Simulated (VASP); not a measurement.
# SnSe (Fm-3m) in VASP: further runs

The runs below take SnSe through single point, with PBEsol.

Everything below comes from runs of VASP 6.6.1. Logs are shortened: lines on timing, memory, paths and dates and some standing lists are left out, and cuts for length are marked.

**1. The cell of the first run**

Symmetry: Fm-3m, No. 225, cubic system. The conventional cell has a = 6.099 Å, b = 6.099 Å, c = 6.099 Å, α = 90.00°, β = 90.00°, γ = 90.00°. Within 4.0 Å of Sn (site symmetry m-3m) lie 6 Se at 3.05 Å. Se (site symmetry m-3m) has 6 Sn at 3.05 Å within 4.0 Å.

**2. Single point, PBEsol**

Contents of INCAR:

```
ALGO = Normal
EDIFF = 1E-6
ENCUT = 520
GGA = PS
ISIF = 2
ISMEAR = -1
LASPH = True
LCHARG = False
LREAL = False
LWAVE = False
NBANDS = 17
NELM = 80
PREC = Accurate
SIGMA = 0.05
```

Contents of KPOINTS:

```
k-points
0
Gamma
  8 8 8
```

Contents of POSCAR:

```
SnSe
1.0
    0.0000000000      3.0496098055      3.0496098055
    3.0496098055      0.0000000000      3.0496098055
    3.0496098055      3.0496098055      0.0000000000
Sn Se
1 1
Direct
    0.0000000000      0.0000000000      0.0000000000
    0.5000000000      0.5000000000      0.5000000000
```

Potentials or basis: VASP PAW PBE potentials, release 64 (Sn_d, Se).

Launch:

```sh
> cat potpaw_PBE.64/Sn_d/POTCAR potpaw_PBE.64/Se/POTCAR > POTCAR
> mpirun -np 1 vasp_std > vasp.out
```

OUTCAR:

```text
EDIFF = 1E-6
   ENCUT = 520
   GGA = PS
   ISIF = 2
   ISMEAR = -1
   LASPH = True
   LREAL = False
   NELM = 80
   PREC = Accurate

 ion  position               nearest neighbor table
   1  0.000  0.000  0.000-   2 3.05   2 3.05   2 3.05   2 3.05   2 3.05   2 3.05
   2  0.500  0.500  0.500-   1 3.05   1 3.05   1 3.05   1 3.05   1 3.05   1 3.05

  LATTYP: Found a face centered cubic cell.
 ALAT       =     6.0992196110

  Lattice vectors:

 A1 = (   0.0000000000,   3.0496098055,   3.0496098055)
 A2 = (   3.0496098055,   0.0000000000,   3.0496098055)
 A3 = (   3.0496098055,   3.0496098055,   0.0000000000)

Analysis of symmetry for initial positions (statically):
=====================================================================
 Subroutine PRICEL returns:
 Original cell was already a primitive cell.

 Routine SETGRP: Setting up the symmetry group for a
 face centered cubic supercell.

 Subroutine GETGRP returns: Found 48 space group operations
[... 9 lines left out ...]

 Routine SETGRP: Setting up the symmetry group for a
 face centered cubic supercell.

 Subroutine GETGRP returns: Found 48 space group operations
[... 11 lines left out ...]
                                     Primitive cell

  volume of cell :      56.7235

  direct lattice vectors                    reciprocal lattice vectors
     0.000000000  3.049609805  3.049609805    -0.163955401  0.163955401  0.163955401
     3.049609805  0.000000000  3.049609805     0.163955401 -0.163955401  0.163955401
     3.049609805  3.049609805  0.000000000     0.163955401  0.163955401 -0.163955401

  length of vectors
     4.312799547  4.312799547  4.312799547     0.283979086  0.283979086  0.283979086

  position of ions in fractional coordinates (direct lattice)
     0.000000000  0.000000000  0.000000000
     0.500000000  0.500000000  0.500000000

  ion indices of the primitive-cell ions
   primitive index   ion index
                 1           1
                 2           2

----------------------------------------------------------------------------------------

 KPOINTS: k-points

Automatic generation of k-mesh.
 Grid dimensions read from file:
 generate k-points for:    8    8    8

 Generating k-lattice:

  Cartesian coordinates                     Fractional coordinates (reciprocal lattice)
    -0.020494425  0.020494425  0.020494425     0.125000000  0.000000000  0.000000000
     0.020494425 -0.020494425  0.020494425     0.000000000  0.125000000  0.000000000
     0.020494425  0.020494425 -0.020494425     0.000000000  0.000000000  0.125000000

  Length of vectors
     0.035497386  0.035497386  0.035497386

  Shift w.r.t. Gamma in fractional coordinates (k-lattice)
     0.000000000  0.000000000  0.000000000

 Subroutine IBZKPT returns following result:
 ===========================================

 Found     29 irreducible k-points:

 Following reciprocal coordinates:
            Coordinates               Weight
  0.000000  0.000000  0.000000      1.000000
  0.125000  0.000000  0.000000      8.000000
  0.250000  0.000000  0.000000      8.000000
  0.375000  0.000000  0.000000      8.000000
  0.500000  0.000000  0.000000      4.000000
  0.125000  0.125000  0.000000      6.000000
[... 16 lines left out ...]
  0.500000  0.250000  0.125000     48.000000
 -0.375000  0.250000  0.125000     24.000000
 [... further k-points ...]
   k-points           NKPTS =     29   k-points in BZ     NKDIM =     29   number of bands    NBANDS=     17
   number of dos      NEDOS =    301   number of ions     NIONS =      2
   total plane-waves  NPLWV =  32768
   dimension x,y,z NGX =    32 NGY =   32 NGZ =   32
   dimension x,y,z NGXF=    64 NGYF=   64 NGZF=   64
   ions per type =               1   1
   NGX,Y,Z   is equivalent  to a cutoff of  12.34, 12.34, 12.34 a.u.
   NGXF,Y,Z  is equivalent  to a cutoff of  24.67, 24.67, 24.67 a.u.
 SYSTEM =  unknown system
   PREC   = accura    normal or accurate (medium, high low for compatibility)
   ISTART =      0    job   : 0-new  1-cont  2-samecut
   ICHARG =      2    charge: 1-file 2-atom 10-const
   ISPIN  =      1    spin polarized calculation?
   LNONCOLLINEAR =      F non collinear calculations
   LSORBIT =      F    spin-orbit coupling
   LASPH  =      T    aspherical Exc in radial PAW
   ENCUT  =  520.0 eV  38.22 Ry    6.18 a.u.   8.02  8.02  8.02*2*pi/ulx,y,z
   NELM   =     80;   NELMIN=  2; NELMDL= -5     # of ELM steps
   EDIFF  = 0.1E-05   stopping-criterion for ELM
   LREAL  =      F    real-space projection
   EDIFFG = 0.1E-04   stopping-criterion for IOM
   NSW    =      0    number of steps for IOM
   IBRION =     -1    ionic relax: 0-MD 1-quasi-New 2-CG
   NFREE  =      0    steps in history (QN), initial steepest desc. (CG)
   ISIF   =      2    stress and relaxation
   ISYM   =      2    0-nonsym 1-usesym 2-fastsym
   POTIM  = 0.5000    time-step for ionic-motion
   TEBEG  =    0.0;   TEEND  =   0.0 temperature during run
   PSTRESS=    0.0 pullay stress
   NELECT =      20.0000    total number of electrons
   NUPDOWN=      -1.0000    fix difference up-down
   EMIN   =  10.00;   EMAX   =-10.00  energy-range for DOS
   EFERMI =   0.00;   METHOD = LEGACY
   ISMEAR =    -1;   SIGMA  =   0.05  broadening in eV -4-tet -1-fermi 0-gaus
   EFERMI_NEDOS =   21; number of points for ismear=-14 and -15
   IALGO  =     38    algorithm
   IMIX   =      4    mixing-type and parameters
     AMIX     =   0.40;   BMIX     =  1.00
     AMIX_MAG =   1.60;   BMIX_MAG =  1.00
  volume/ion in A,a.u.               =      28.36       191.39
  Fermi-wavevector in a.u.,A,eV,Ry     =   1.156549  2.185560 18.199216  1.337605
  Thomas-Fermi vector in A             =   2.293168
   LORBIT       =      0    0 simple, 1 ext, 2 COOP (PROOUT), +10 PAW based schemes
   GGA     = PS    functional components
   LHFCALC =     F    Hartree Fock is set to
   AEXX    =    0.0000 exact exchange contribution
   IVDW    =     0    specifies the selected vdW correction
   LEPSILON=     F    determine dielectric tensor
   LRPA    =     F    only Hartree local field effects (RPA)
 non-spin polarized calculation
  energy-cutoff  :      520.00
  volume of cell :       56.72
 maximum number of plane-waves:      1542
   NGX = 17   NGY = 17   NGZ = 17

 number of electron      19.9999992 magnetization

 Free energy of the ion-electron system (eV)
  ---------------------------------------------------
  ext. energy  EPLUGINS =         0.00000000
  ---------------------------------------------------
  free energy    TOTEN  =        -8.93619009 eV

  energy without entropy =       -8.93610524  energy(sigma->0) =       -8.93614767

 E-fermi :   5.1975     XC(G=0):  -9.6009

 val. band max:        4.9575876040   @ k =   0.5000   0.0000   0.0000
 cond. band min:       5.4437125467   @ k =   0.5000   0.0000   0.0000
 fundamental gap:      0.4861249427
 Fermi energy:         5.1975274413

 k-point     1 :       0.0000    0.0000    0.0000
  band No.  band energies     occupation
      1     -16.4821      2.00000
      2     -16.4821      2.00000
      3     -16.4821      2.00000
      4     -16.4799      2.00000
      5     -16.4799      2.00000
      6      -8.6035      2.00000
[... 9 lines left out ...]
     16      10.8636      0.00000
     17      13.1066      0.00000

 k-point     2 :       0.1250    0.0000    0.0000
  band No.  band energies     occupation
      1     -16.4818      2.00000
      2     -16.4817      2.00000
      3     -16.4817      2.00000
      4     -16.4796      2.00000
      5     -16.4796      2.00000
      6      -8.5018      2.00000
[... 9 lines left out ...]
     16      11.2193      0.00000
     17      14.0714      0.00000

 k-point     3 :       0.2500    0.0000    0.0000
  band No.  band energies     occupation
      1     -16.4837      2.00000
      2     -16.4837      2.00000
      3     -16.4810      2.00000
      4     -16.4760      2.00000
      5     -16.4760      2.00000
      6      -8.2295      2.00000
[... 9 lines left out ...]
     16      12.1545      0.00000
     17      16.1284      0.00000

 k-point     4 :       0.3750    0.0000    0.0000
  band No.  band energies     occupation
      1     -16.4860      2.00000
      2     -16.4860      2.00000
      3     -16.4802      2.00000
      4     -16.4721      2.00000
      5     -16.4721      2.00000
      6      -7.9045      2.00000
[... 9 lines left out ...]
     16      13.5953      0.00000
     17      16.1018      0.00000

 k-point     5 :       0.5000    0.0000    0.0000
  band No.  band energies     occupation
      1     -16.4870      2.00000
      2     -16.4870      2.00000
      3     -16.4799      2.00000
      4     -16.4705      2.00000
      5     -16.4705      2.00000
      6      -7.7471      2.00000
[... 9 lines left out ...]
     16      15.1409      0.00000
     17      15.1409      0.00000

 k-point     6 :       0.1250    0.1250    0.0000
  band No.  band energies     occupation
      1     -16.4829      2.00000
      2     -16.4823      2.00000
      3     -16.4800      2.00000
      4     -16.4800      2.00000
      5     -16.4789      2.00000
      6      -8.4680      2.00000
[... 9 lines left out ...]
     16      11.8455      0.00000
     17      13.3044      0.00000

 k-point     7 :       0.2500    0.1250    0.0000
  band No.  band energies     occupation
      1     -16.4852      2.00000
      2     -16.4827      2.00000
      3     -16.4806      2.00000
      4     -16.4773      2.00000
      5     -16.4755      2.00000
      6      -8.2524      2.00000
[... 9 lines left out ...]
     16      12.8012      0.00000
     17      14.4994      0.00000

 k-point     8 :       0.3750    0.1250    0.0000
  band No.  band energies     occupation
      1     -16.4879      2.00000
      2     -16.4828      2.00000
      3     -16.4809      2.00000
      4     -16.4745      2.00000
      5     -16.4716      2.00000
      6      -7.9406      2.00000
[... 9 lines left out ...]
     16      14.1731      0.00000
     17      16.0496      0.00000
[... 203 lines left out ...]
      1     -16.5004      2.00000
      2     -16.4860      2.00000
      3     -16.4749      2.00000
      4     -16.4686      2.00000
      5     -16.4679      2.00000
      6      -7.5430      2.00000
[... 9 lines left out ...]
     16      15.9552      0.00000
     17      16.4929      0.00000

 k-point    20 :      -0.3750    0.3750    0.0000
  band No.  band energies     occupation
      1     -16.4972      2.00000
      2     -16.4820      2.00000
      3     -16.4776      2.00000
      4     -16.4709      2.00000
      5     -16.4690      2.00000
      6      -7.5042      2.00000
[... 9 lines left out ...]
     16      14.8681      0.00000
     17      16.9763      0.00000

 k-point    21 :       0.5000    0.5000    0.0000
  band No.  band energies     occupation
      1     -16.5032      2.00000
      2     -16.4877      2.00000
      3     -16.4733      2.00000
      4     -16.4670      2.00000
      5     -16.4670      2.00000
      6      -7.5025      2.00000
[... 9 lines left out ...]
     16      16.2043      0.00000
     17      17.5083      0.00000

 k-point    22 :       0.3750    0.2500    0.1250
  band No.  band energies     occupation
      1     -16.4882      2.00000
      2     -16.4826      2.00000
      3     -16.4805      2.00000
      4     -16.4749      2.00000
      5     -16.4729      2.00000
      6      -8.0154      2.00000
[... 9 lines left out ...]
     16      14.2400      0.00000
     17      14.4691      0.00000

 k-point    23 :       0.5000    0.2500    0.1250
  band No.  band energies     occupation
      1     -16.4903      2.00000
      2     -16.4821      2.00000
      3     -16.4800      2.00000
      4     -16.4732      2.00000
      5     -16.4711      2.00000
      6      -7.7431      2.00000
[... 9 lines left out ...]
     16      14.5225      0.00000
     17      15.8631      0.00000

 k-point    24 :      -0.3750    0.2500    0.1250
  band No.  band energies     occupation
      1     -16.4911      2.00000
      2     -16.4829      2.00000
      3     -16.4775      2.00000
      4     -16.4743      2.00000
      5     -16.4699      2.00000
      6      -7.6164      2.00000
[... 9 lines left out ...]
     16      15.6021      0.00000
     17      15.7626      0.00000

 [... further k-points ...]
[... 5 lines left out ...]
  --------------------------------------------------------------------------------------
  -------------------------------------------------------------------------------------
  Total       -1.2883406     -1.2883406     -1.2883406      0.0000000      0.0000000      0.0000000
  in kB      -36.3896970    -36.3896970    -36.3896970      0.0000000      0.0000000      0.0000000
  external PRESSURE =     -36.3896970 kB  Pullay stress =       0.0000000 kB

 VOLUME and BASIS-vectors are now :
 -----------------------------------------------------------------------------
  energy-cutoff  :      520.00
  volume of cell :       56.72
      direct lattice vectors                 reciprocal lattice vectors
     0.000000000  3.049609805  3.049609805    -0.163955401  0.163955401  0.163955401
     3.049609805  0.000000000  3.049609805     0.163955401 -0.163955401  0.163955401
     3.049609805  3.049609805  0.000000000     0.163955401  0.163955401 -0.163955401

 POSITION                                       TOTAL-FORCE (eV/Angst)
 -----------------------------------------------------------------------------------
      0.00000      0.00000      0.00000         0.000000     -0.000000     -0.000000
      3.04961      3.04961      3.04961        -0.000000      0.000000      0.000000
 -----------------------------------------------------------------------------------
    total drift:                                0.000000     -0.000000     -0.000000

  FREE ENERGIE OF THE ION-ELECTRON SYSTEM (eV)
  ---------------------------------------------------
  free  energy   TOTEN  =        -8.9361900902 eV

  energy  without entropy=       -8.9361052440  energy(sigma->0) =       -8.93614767
```

Run time: 13 s. Hardware: 1 thread of AMD EPYC 9R45 (Zen 5), shared host; peak memory 0.16 GiB.

Results:

* Free energy: -8.9362 eV
* Pressure: -3.6 GPa
* Band gap on the k mesh: 0.49 eV, direct

Caveat: the PAW data sets were made with another functional, which shifts forces and pressure a little; spin-orbit coupling is left out, which moves the levels of the heavy elements. A k mesh can miss the band edges.

**3. Single point, PBEsol**

This run uses another cell than the first one, of 28.91 Å³/atom, 1.019 times its volume.

Contents of INCAR:

```
PREC = Accurate
ENCUT = 520
EDIFF = 1E-6
ISMEAR = -1
SIGMA = 0.05
LREAL = F
LASPH = T
NELM = 100
ALGO = Normal
ISIF = 2
LWAVE = F
LCHARG = F
GGA = PS
NBANDS = 17
```

Contents of KPOINTS:

```
regular mesh
0
Gamma
  8 8 8
```

Contents of POSCAR:

```
SnSe
1.0
    0.0000000000      3.0690345955      3.0690345955
    3.0690345955      0.0000000000      3.0690345955
    3.0690345955      3.0690345955      0.0000000000
Sn Se
1 1
Direct
    0.0000000000      0.0000000000      0.0000000000
    0.5000000000      0.5000000000      0.5000000000
```

Potentials or basis: VASP PAW PBE potentials, release 64 (Sn_d, Se).

Launch:

```sh
> cat potpaw_PBE.64/Sn_d/POTCAR potpaw_PBE.64/Se/POTCAR > POTCAR
> mpirun -np 1 vasp_std > vasp.out
```

It took 13 s on 1 thread of AMD EPYC 9R45 (Zen 5), shared host; peak memory 0.16 GiB.

The run converged. Its results:

```yaml
Free_energy: -8.9092 eV
Pressure: -4.4 GPa
Band_gap_on_the_k_mesh: 0.41 eV, direct
```

Levels at points of the mesh, in eV from the valence-band top:
```
           k point  band 8  band 9  band 10  band 11  band 12  band 13
(0.00, 0.00, 0.00)   -1.97   -1.97    -1.97     4.12     4.12     4.12
(0.50, 0.00, 0.00)   -1.74   -1.74     0.00     0.41     1.29     1.29
(0.50, 0.50, 0.00)   -5.06   -3.33    -3.33     3.16     5.05     5.05
```

Caveat: the PAW data sets were made with another functional, which shifts forces and pressure a little; spin-orbit coupling is left out, which moves the levels of the heavy elements.
